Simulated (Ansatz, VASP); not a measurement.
# One calculation of Zr4InAs3, two programs

```
Zr In As
1.0
     3.72800    0.00000    0.00000
    -1.86400    3.22854    0.00000
     0.00000    0.00000   14.61647
Zr In As
4 1 3
Direct
  0.00000 0.00000 0.15409
  0.00000 0.00000 0.61718
  0.00000 0.00000 0.38282
  0.00000 0.00000 0.84591
  0.66667 0.33333 0.00000
  0.66667 0.33333 0.50000
  0.33333 0.66667 0.26547
  0.33333 0.66667 0.73453
```

Change from the starting cell: species swapped into the AlNi4As3 type (P-6m2, No. 187).

Alike in both runs: functional PBE; k mesh 5 × 5 × 2; occupations gaussian, width 0.2 eV; no spin polarisation.

Ansatz relaxed the structure, and its values are those at the end. VASP's run is a single point on that final structure, the one shown.

|  | VASP | Ansatz |
| --- | --- | --- |
| version | VASP 6.6.1 | Ansatz 0.2.0 |
| potentials or method | VASP PAW PBE potentials, release 64 (Zr_sv, In_d, As), cutoff 520 eV | scalar-relativistic, plane waves, PAW |
| valence electrons in the cell | 76 | 106 |

Ansatz gave:

```
gap on the k mesh at the Fermi level (eV) : none
pressure (GPa)                            : 0.0
rms of the force components (eV/Å)        : 0.005
```

**Question.** What did VASP give for the same quantities?

**Answer.** gap on the k mesh at the Fermi level (eV): none; pressure (GPa): 0.2; rms of the force components (eV/Å): 0.008.

A gap of «none» marks a metal or a gap that the smearing closes. The functional is the same, so the differences come from potentials, cutoffs and numerics. VASP's potentials hold 76 valence electrons a cell and Ansatz's 106, so a difference there can come from the potentials and not from the codes.

The k mesh is coarse, so the values compare programs but aren't converged.
